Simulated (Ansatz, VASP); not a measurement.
AlGa7N8 in VASP and in Ansatz

```
Al Ga N
1.0
     0.00000    0.00000   -5.16407
     3.17315    5.49606    0.00000
     3.17315   -5.49606    0.00000
Al Ga N
1 7 8
Direct
  0.00165 0.16667 0.33333
  0.00117 0.16727 0.83363
  0.00117 0.66637 0.33273
  0.00117 0.66637 0.83363
  0.50066 0.33252 0.66504
  0.50066 0.33252 0.16748
  0.50092 0.83333 0.66667
  0.50066 0.83496 0.16748
  0.63365 0.16667 0.33333
  0.62316 0.16719 0.83360
  0.62316 0.66640 0.33281
  0.62316 0.66640 0.83360
  0.12169 0.32993 0.65986
  0.12169 0.32993 0.17007
  0.12375 0.83333 0.66667
  0.12169 0.84014 0.17007
```

Alike in both runs: functional PBEsol; k mesh 6 × 6 × 6; occupations gaussian, width 0.02 eV; no spin polarisation.

Ansatz relaxed the structure, and its values are those at the end. VASP's run is a single point on that final structure, the one shown.

|  | VASP | Ansatz |
| --- | --- | --- |
| version | VASP 6.6.1 | Ansatz 0.2.0 |
| potentials or method | VASP PAW PBE potentials, release 64 (Al, Ga_d, N), cutoff 520 eV | scalar-relativistic, plane waves, PAW |
| valence electrons in the cell | 134 | 134 |

```tsv
	VASP	Ansatz	Ansatz less VASP
gap on the k mesh at the Fermi level (eV)	2.15	2.14	-0.018
least direct gap on the mesh (eV)	2.15	2.14	-0.018
pressure (GPa)	-0.2	0.0	+0.18
rms of the force components (eV/Å)	0.004	0.001	-0.0022
```

VASP's potentials were made for PBE, not for PBEsol.
